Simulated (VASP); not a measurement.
Write the native input for VASP 6.6.1 that does the following.

```yaml
Task: single point
Functional: PBE
Potentials_or_basis: VASP PAW PBE potentials, release 64 (Br, Pt, Al)
Cutoff: 520 eV
k_mesh: 4 × 4 × 3
Occupations: fermi-dirac, width 0.05 eV
Spin: no spin polarisation
Dipole_correction: no
Further_INCAR_settings: ALGO = Normal; EDIFF = 1e-07; NBANDS = 23
```

The structure of Al2PtBr2 lies in POSCAR:

```
Al2PtBr2
1.0
    0.0700900000      4.3214310000     -0.0700290000
    4.2992230000      0.0700900000     -0.0566490000
    2.2557220000      2.2836110000     -5.4788050000
Br Pt Al
2 1 2
Direct
    0.3668481409      0.3495763675      0.2653881348
    0.6070742387      0.6366663878      0.7429893351
    0.0081364595      0.9691608789      0.0160418590
    0.7101873825      0.2548912204      0.5023175592
    0.2723646881      0.7807286042      0.4628684683
```

The input as run:

INCAR

```
SYSTEM = Al2PtBr2
PREC = Accurate
ENCUT = 520
EDIFF = 1E-7
ISMEAR = -1
SIGMA = 0.05
LREAL = .FALSE.
LASPH = .TRUE.
NELM = 100
ALGO = Normal
ISIF = 2
LWAVE = .FALSE.
LCHARG = .TRUE.
GGA = PE
LELF = .TRUE.
LVHAR = .TRUE.
NBANDS = 23
```

KPOINTS

```
regular mesh
0
G
  4 4 3
  0 0 0
```

Potentials or basis: VASP PAW PBE potentials, release 64 (Br, Pt, Al).

Launch:

```bash
$ cat potpaw_PBE.64/Br/POTCAR potpaw_PBE.64/Pt/POTCAR potpaw_PBE.64/Al/POTCAR > POTCAR
$ mpirun -np 1 vasp_std > vasp.out
```

It gave:

| Quantity | Value |
| --- | --- |
| Pressure | 10.5 GPa |
| Largest force | 1.675 eV/Å |
| Band gap on the k mesh | zero (band 15 reaches 7.00 eV, above the bottom of band 16 at 5.97 eV) |

Caveat: the k points lie up to 0.40 Å⁻¹ apart; spin-orbit coupling is left out, which moves the levels of the heavy elements; forces of over 1 eV/Å act on the atoms, so gaps and moduli don't describe the material at rest.

Run time: 35 s on 1 thread of Intel(R) Xeon(R) Platinum 8488C (Sapphire Rapids) (shared host), peak memory 0.25 GiB.
